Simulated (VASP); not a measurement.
# Re (P6_3/mmc) in VASP: a series of runs

Runs on Re. Level: PBE. Tasks: single point.

All numbers are computed with VASP 6.6.1; they aren't measurements. Logs are shortened: lines on timing, memory, paths and dates and some standing lists are left out, and cuts for length are marked.

## (1) The cell of the first run

It takes space group P6_3/mmc (No. 194, hexagonal). The conventional cell has a = 2.761 Å, b = 2.761 Å, c = 4.458 Å, α = 90.00°, β = 90.00°, γ = 120.00°. Re (site symmetry -6m2) has 12 Re at 2.74 to 2.76 Å within 3.6 Å.

## (2) Single point, PBE

Input file INCAR:

```
SYSTEM = Re
PREC = Accurate
ENCUT = 520
EDIFF = 1E-6
ISMEAR = 0
SIGMA = 0.1
LREAL = .FALSE.
LASPH = .TRUE.
NELM = 80
ALGO = Fast
ISIF = 2
LWAVE = .FALSE.
LCHARG = .TRUE.
GGA = PE
LELF = .TRUE.
LVHAR = .TRUE.
NBANDS = 14
```

Input file KPOINTS:

```
Automatic mesh
0
G
  18 18 10
  0 0 0
```

Input file POSCAR:

```
Re
1.0
    2.7608000000      0.0000000000      0.0000000000
   -1.3804000000      2.3909229348      0.0000000000
    0.0000000000      0.0000000000      4.4582000000
Re
2
Direct
    0.3333333333      0.6666666667      0.2500000000
    0.6666666667      0.3333333333      0.7500000000
```

Potentials or basis: VASP PAW PBE potentials, release 64 (Re).

The run is started by

```
cat potpaw_PBE.64/Re/POTCAR > POTCAR
mpirun -np 1 vasp_std > vasp.out
```

OUTCAR:

```text
SYSTEM = Re
   PREC = Accurate
   ENCUT = 520
   EDIFF = 1E-6
   ISMEAR = 0
   LREAL = .FALSE.
   LASPH = .TRUE.
   NELM = 80
   ISIF = 2
   GGA = PE

 ion  position               nearest neighbor table
   1  0.333  0.667  0.250-   2 2.74   2 2.74   2 2.74   2 2.74   2 2.74   2 2.74
   2  0.667  0.333  0.750-   1 2.74   1 2.74   1 2.74   1 2.74   1 2.74   1 2.74

  LATTYP: Found a hexagonal cell.
 ALAT       =     2.7608000000
 C/A-ratio  =     1.6148217908

  Lattice vectors:

 A1 = (   2.7608000000,   0.0000000000,   0.0000000000)
 A2 = (  -1.3804000000,   2.3909229348,   0.0000000000)
 A3 = (   0.0000000000,   0.0000000000,   4.4582000000)

Analysis of symmetry for initial positions (statically):
=====================================================================
 Subroutine PRICEL returns:
 Original cell was already a primitive cell.

 Routine SETGRP: Setting up the symmetry group for a
 hexagonal supercell.

 Subroutine GETGRP returns: Found 24 space group operations
 (whereof 12 operations were pure point group operations)
 out of a pool of 24 trial point group operations.

The static configuration has the point symmetry D_3d.
 The point group associated with its full space group is D_6h.

Analysis of symmetry for dynamics (positions and initial velocities):
=====================================================================
 Subroutine PRICEL returns:
 Original cell was already a primitive cell.

 Routine SETGRP: Setting up the symmetry group for a
 hexagonal supercell.

 Subroutine GETGRP returns: Found 24 space group operations
 (whereof 12 operations were pure point group operations)
 out of a pool of 24 trial point group operations.

The dynamic configuration has the point symmetry D_3d.
 The point group associated with its full space group is D_6h.

 Subroutine INISYM returns: Found 24 space group operations
 (whereof 12 operations are pure point group operations),
 and found     1 'primitive' translations

----------------------------------------------------------------------------------------

                                     Primitive cell

  volume of cell :      29.4280

  direct lattice vectors                    reciprocal lattice vectors
     2.760800000  0.000000000  0.000000000     0.362213851  0.209124264  0.000000000
    -1.380400000  2.390922935  0.000000000     0.000000000  0.418248529  0.000000000
     0.000000000  0.000000000  4.458200000     0.000000000  0.000000000  0.224305774

  length of vectors
     2.760800000  2.760800000  4.458200000     0.418248529  0.418248529  0.224305774

  position of ions in fractional coordinates (direct lattice)
     0.333333333  0.666666667  0.250000000
     0.666666667  0.333333333  0.750000000

  ion indices of the primitive-cell ions
   primitive index   ion index
                 1           1
                 2           2

----------------------------------------------------------------------------------------

 KPOINTS: Automatic mesh

Automatic generation of k-mesh.
 Grid dimensions read from file:
 generate k-points for:   18   18   10

 Generating k-lattice:

  Cartesian coordinates                     Fractional coordinates (reciprocal lattice)
     0.020122992  0.011618015  0.000000000     0.055555556 -0.000000000  0.000000000
     0.000000000  0.023236029  0.000000000     0.000000000  0.055555556  0.000000000
     0.000000000  0.000000000  0.022430577     0.000000000  0.000000000  0.100000000

  Length of vectors
     0.023236029  0.023236029  0.022430577

  Shift w.r.t. Gamma in fractional coordinates (k-lattice)
     0.000000000  0.000000000  0.000000000

 Subroutine IBZKPT returns following result:
 ===========================================

 Found    222 irreducible k-points:

 Following reciprocal coordinates:
            Coordinates               Weight
  0.000000  0.000000  0.000000      1.000000
  0.055556 -0.000000  0.000000      6.000000
  0.111111 -0.000000  0.000000      6.000000
  0.166667 -0.000000  0.000000      6.000000
  0.222222 -0.000000  0.000000      6.000000
  0.277778 -0.000000  0.000000      6.000000
[... 16 lines left out ...]
  0.333333  0.111111  0.000000     12.000000
  0.388889  0.111111  0.000000     12.000000
 [... further k-points ...]
   k-points           NKPTS =    222   k-points in BZ     NKDIM =    222   number of bands    NBANDS=     14
   number of dos      NEDOS =    301   number of ions     NIONS =      2
   total plane-waves  NPLWV =  20736
   dimension x,y,z NGX =    24 NGY =   24 NGZ =   36
   dimension x,y,z NGXF=    48 NGYF=   48 NGZF=   72
   ions per type =               2
   NGX,Y,Z   is equivalent  to a cutoff of  14.45, 14.45, 13.42 a.u.
   NGXF,Y,Z  is equivalent  to a cutoff of  28.90, 28.90, 26.85 a.u.
 SYSTEM =  Re
   PREC   = accura    normal or accurate (medium, high low for compatibility)
   ISTART =      0    job   : 0-new  1-cont  2-samecut
   ICHARG =      2    charge: 1-file 2-atom 10-const
   ISPIN  =      1    spin polarized calculation?
   LNONCOLLINEAR =      F non collinear calculations
   LSORBIT =      F    spin-orbit coupling
   LASPH  =      T    aspherical Exc in radial PAW
   ENCUT  =  520.0 eV  38.22 Ry    6.18 a.u.   5.13  5.13  8.29*2*pi/ulx,y,z
   NELM   =     80;   NELMIN=  2; NELMDL= -5     # of ELM steps
   EDIFF  = 0.1E-05   stopping-criterion for ELM
   LREAL  =      F    real-space projection
   EDIFFG = 0.1E-04   stopping-criterion for IOM
   NSW    =      0    number of steps for IOM
   IBRION =     -1    ionic relax: 0-MD 1-quasi-New 2-CG
   NFREE  =      0    steps in history (QN), initial steepest desc. (CG)
   ISIF   =      2    stress and relaxation
   ISYM   =      2    0-nonsym 1-usesym 2-fastsym
   POTIM  = 0.5000    time-step for ionic-motion
   TEBEG  =    0.0;   TEEND  =   0.0 temperature during run
   PSTRESS=    0.0 pullay stress
   NELECT =      14.0000    total number of electrons
   NUPDOWN=      -1.0000    fix difference up-down
   EMIN   =  10.00;   EMAX   =-10.00  energy-range for DOS
   EFERMI =   0.00;   METHOD = LEGACY
   ISMEAR =     0;   SIGMA  =   0.10  broadening in eV -4-tet -1-fermi 0-gaus
   EFERMI_NEDOS =   21; number of points for ismear=-14 and -15
   IALGO  =     68    algorithm
   IMIX   =      4    mixing-type and parameters
     AMIX     =   0.40;   BMIX     =  1.00
     AMIX_MAG =   1.60;   BMIX_MAG =  1.00
  volume/ion in A,a.u.               =      14.71        99.29
  Fermi-wavevector in a.u.,A,eV,Ry     =   1.278000  2.415070 22.222174  1.633284
  Thomas-Fermi vector in A             =   2.410568
   LORBIT       =      0    0 simple, 1 ext, 2 COOP (PROOUT), +10 PAW based schemes
   GGA     = PE    functional components
   LHFCALC =     F    Hartree Fock is set to
   AEXX    =    0.0000 exact exchange contribution
   IVDW    =     0    specifies the selected vdW correction
   LEPSILON=     F    determine dielectric tensor
   LRPA    =     F    only Hartree local field effects (RPA)
 non-spin polarized calculation
 RMM-DIIS sequential band-by-band and
 Gauss-broadening in eV      SIGMA  =   0.10
  energy-cutoff  :      520.00
  volume of cell :       29.43
 maximum number of plane-waves:       814
 NGX is ok and might be reduce to    24
   NGX = 11   NGY = 11   NGZ = 17

 number of electron      14.0000000 magnetization

 Free energy of the ion-electron system (eV)
  ---------------------------------------------------
  ext. energy  EPLUGINS =         0.00000000
  ---------------------------------------------------
  free energy    TOTEN  =       -24.84677346 eV

  energy without entropy =      -24.83849445  energy(sigma->0) =      -24.84263395

 E-fermi :   7.8698     XC(G=0): -13.7306

 val. band max:        7.8614000173   @ k =   0.1667   0.0556   0.1000
 cond. band min:       7.8772206496   @ k =   0.2778  -0.0000   0.5000
 fundamental gap:      0.0158206323
 Fermi energy:         7.8698035802

 k-point     1 :       0.0000    0.0000    0.0000
  band No.  band energies     occupation
      1      -1.9809      2.00000
      2       1.2626      2.00000
      3       6.3062      2.00000
      4       6.3062      2.00000
      5       6.3068      2.00000
      6       7.1428      2.00000
      7       7.1428      2.00000
      8       8.0722      0.00421
      9       8.0722      0.00421
     10       8.5029      0.00000
     11      11.2483      0.00000
     12      11.2483      0.00000
     13      17.9034      0.00000
     14      22.0331      0.00000

 k-point     2 :       0.0556   -0.0000    0.0000
  band No.  band energies     occupation
      1      -1.8540      2.00000
      2       1.3823      2.00000
      3       5.9393      2.00000
      4       6.4222      2.00000
      5       6.6307      2.00000
      6       7.0510      2.00000
      7       7.2525      2.00000
      8       7.8142      1.56859
      9       7.9728      0.14509
     10       8.1800      0.00001
     11      11.3161      0.00000
     12      11.8359      0.00000
     13      17.8986      0.00000
     14      22.3168      0.00000

 k-point     3 :       0.1111   -0.0000    0.0000
  band No.  band energies     occupation
      1      -1.4841      2.00000
      2       1.7190      2.00000
      3       5.5112      2.00000
      4       6.7495      2.00000
      5       6.7663      2.00000
      6       6.8976      2.00000
      7       7.0391      2.00000
      8       7.5767      1.99997
      9       7.7118      1.97451
     10       7.9361      0.34815
     11      11.4850      0.00000
     12      13.0288      0.00000
     13      17.8548      0.00000
     14      23.1001      0.00000
[... 324 lines left out ...]
 k-point    23 :       0.3333    0.1111    0.0000
  band No.  band energies     occupation
      1       2.0942      2.00000
      2       2.5953      2.00000
      3       3.0241      2.00000
      4       5.1744      2.00000
      5       5.8265      2.00000
      6       6.7352      2.00000
      7       6.9224      2.00000
      8      10.1564      0.00000
      9      11.2021      0.00000
     10      11.9537      0.00000
     11      12.5246      0.00000
     12      17.4411      0.00000
     13      18.0294      0.00000
     14      20.1907      0.00000

 k-point    24 :       0.3889    0.1111    0.0000
  band No.  band energies     occupation
      1       2.3042      2.00000
      2       2.4354      2.00000
      3       2.7563      2.00000
      4       5.5937      2.00000
      5       5.7987      2.00000
      6       6.5073      2.00000
      7       7.2591      2.00000
      8      11.0869      0.00000
      9      11.6848      0.00000
     10      11.9734      0.00000
     11      13.5210      0.00000
     12      16.2955      0.00000
     13      18.0715      0.00000
     14      19.1417      0.00000

 [... further k-points ...]

------------------------ aborting loop because EDIFF is reached ----------------------------------------

  FORCE on cell =-STRESS in cart. coord.  units (eV):
  Direction    XX          YY          ZZ          XY          YZ          ZX
  --------------------------------------------------------------------------------------
  -------------------------------------------------------------------------------------
  Total        1.0166953      1.0166953      1.0569131      0.0000000     -0.0000000     -0.0000000
  in kB       55.3530181     55.3530181     57.5426415      0.0000000     -0.0000000     -0.0000000
  external PRESSURE =      56.0828925 kB  Pullay stress =       0.0000000 kB

 VOLUME and BASIS-vectors are now :
 -----------------------------------------------------------------------------
  energy-cutoff  :      520.00
  volume of cell :       29.43
      direct lattice vectors                 reciprocal lattice vectors
     2.760800000  0.000000000  0.000000000     0.362213851  0.209124264  0.000000000
    -1.380400000  2.390922935  0.000000000     0.000000000  0.418248529  0.000000000
     0.000000000  0.000000000  4.458200000     0.000000000  0.000000000  0.224305774

 POSITION                                       TOTAL-FORCE (eV/Angst)
 -----------------------------------------------------------------------------------
     -0.00000      1.59395      1.11455         0.000000     -0.000000      0.000000
      1.38040      0.79697      3.34365        -0.000000      0.000000      0.000000
 -----------------------------------------------------------------------------------
    total drift:                               -0.000000      0.000000     -0.000000

  FREE ENERGIE OF THE ION-ELECTRON SYSTEM (eV)
  ---------------------------------------------------
  free  energy   TOTEN  =       -24.8467734557 eV

  energy  without entropy=      -24.8384944502  energy(sigma->0) =      -24.84263395
```

Run time: 3.2 min. Hardware: 1 thread of Intel Xeon 8259CL, shared host; peak memory 0.21 GiB.

What came out:

```yaml
Free_energy: -24.8468 eV
Pressure: 5.6 GPa
Band_gap_on_the_k_mesh: zero (bands 7 and 8 overlap by 3.17 eV)
```

Caveat: the cell stands under pressure; spin-orbit coupling is left out, which moves the levels of the heavy elements.

## (3) Single point, PBE

This run uses another cell than the first one, of 14.95 Å³/atom.

Input file INCAR:

```
  PREC = Accurate
  ENCUT = 520
  EDIFF = 1E-7
  ISMEAR = 0
  SIGMA = 0.1
  LREAL = False
  LASPH = True
  NELM = 60
  ALGO = Normal
  ISIF = 2
  LWAVE = False
  LCHARG = False
  GGA = PE
  NBANDS = 14
```

Input file KPOINTS:

```
regular mesh
0
Gamma
  18 18 10
```

Input file POSCAR:

```
Re
1.0
    2.7748870724      0.0000000000      0.0000000000
   -1.3874435362      2.4031226973      0.0000000000
    0.0000000000      0.0000000000      4.4841279643
Re
2
Direct
    0.3333333333      0.6666666667      0.2500000000
    0.6666666667      0.3333333333      0.7500000000
```

Potentials or basis: VASP PAW PBE potentials, release 64 (Re).

The run is started by

```
cat potpaw_PBE.64/Re/POTCAR > POTCAR
mpirun -np 1 vasp_std > vasp.out
```

Wall time 3.3 min (1 thread of Intel Xeon 8259CL, shared host); peak memory 0.21 GiB.

The run converged. Its results:

```yaml
Free_energy: -24.8545 eV
Pressure: -0.5 GPa
Band_gap_on_the_k_mesh: zero (bands 7 and 8 overlap by 3.08 eV)
```

Stress tensor (GPa, compression positive):
```
-0.50  0.00  0.00
 0.00 -0.50  0.00
 0.00  0.00 -0.65
```

Levels at points of the mesh, in eV from the Fermi level:
```tsv
k point	band 5	band 6	band 7	band 8	band 9	band 10
(0.00, 0.00, 0.00)	-1.52	-0.71	-0.71	0.21	0.21	0.59
(0.50, 0.00, 0.00)	-1.71	-1.34	-0.58	3.89	4.27	4.41
(0.00, 0.00, 0.50)	-1.65	-1.65	-1.65	-1.65	2.50	2.50
(0.50, 0.00, 0.50)	0.41	0.41	0.91	0.91	4.19	4.19
```

Caveat: spin-orbit coupling is left out, which moves the levels of the heavy elements.

## (4) Single point, PBE

This run uses another cell than the first one, of 14.95 Å³/atom.

Input file INCAR:

```
SYSTEM = Re
PREC = Accurate
ENCUT = 520
EDIFF = 1E-7
ISMEAR = 0
SIGMA = 0.1
LREAL = .False.
LASPH = .True.
NELM = 80
ALGO = Fast
ISIF = 2
LWAVE = .False.
LCHARG = .False.
GGA = PE
NBANDS = 14
```

Input file KPOINTS:

```
regular mesh
0
Gamma
  18 18 10
  0 0 0
```

POSCAR is that of step 3.

The run is started by

```
cat potpaw_PBE.64/Re/POTCAR > POTCAR
mpirun -np 1 vasp_std > vasp.out
```

Wall time 3.6 min (1 thread of Intel Xeon 8259CL, shared host); peak memory 0.21 GiB.

The run converged. Its results:

| Quantity | Value |
| --- | --- |
| Free energy | -24.8545 eV |
| Pressure | -0.5 GPa |
| Band gap on the k mesh | zero (bands 7 and 8 overlap by 3.08 eV) |

Stress tensor (GPa, compression positive):
```
-0.48  0.00  0.00
 0.00 -0.48  0.00
 0.00  0.00 -0.63
```

Levels at points of the mesh, in eV from the Fermi level:
| k point | band 5 | band 6 | band 7 | band 8 | band 9 | band 10 |
| --- | --- | --- | --- | --- | --- | --- |
| (0.00, 0.00, 0.00) | -1.52 | -0.71 | -0.71 | 0.21 | 0.21 | 0.59 |
| (0.50, 0.00, 0.00) | -1.71 | -1.34 | -0.58 | 3.89 | 4.27 | 4.41 |
| (0.00, 0.00, 0.50) | -1.65 | -1.65 | -1.65 | -1.65 | 2.50 | 2.50 |
| (0.50, 0.00, 0.50) | 0.41 | 0.41 | 0.91 | 0.91 | 4.19 | 4.19 |

Caveat: spin-orbit coupling is left out, which moves the levels of the heavy elements.
